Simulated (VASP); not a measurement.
Input of a VASP 6.6.1 run:

INCAR

```
PREC = Accurate
ENCUT = 520
EDIFF = 1E-7
ISMEAR = -1
SIGMA = 0.05
LREAL = F
LASPH = T
NELM = 60
ALGO = Normal
ISIF = 2
LWAVE = F
LCHARG = F
GGA = PE
NBANDS = 14
```

File KPOINTS:

```
Automatic mesh
0
Gamma
  15 15 15
```

POSCAR

```
HfC
1.0
    0.0000000000      2.3017500000      2.3250000000
    2.3017500000      0.0000000000      2.3250000000
    2.3017500000      2.3017500000      0.0000000000
Hf C
1 1
Direct
    0.5000000000      0.5000000000      0.5000000000
    0.0000000000      0.0000000000      0.0000000000
```

Potentials or basis: VASP PAW PBE potentials, release 64 (Hf_pv, C).

Run with:

```console
$ cat potpaw_PBE.64/Hf_pv/POTCAR potpaw_PBE.64/C/POTCAR > POTCAR
$ mpirun -np 1 vasp_std > vasp.out
```

Predict the pressure.

4.6 GPa.

Predict the band gap on the k mesh.

zero (band 7 reaches 7.14 eV, above the bottom of band 8 at 5.67 eV).

Stress tensor (GPa, compression positive):
```
5.99 0.00 0.00
0.00 5.99 0.00
0.00 0.00 1.74
```

Caveat: the cell differs from its parent crystal (equal xx and yy strain of -1 %); spin-orbit coupling is left out, which moves the levels of the heavy elements.
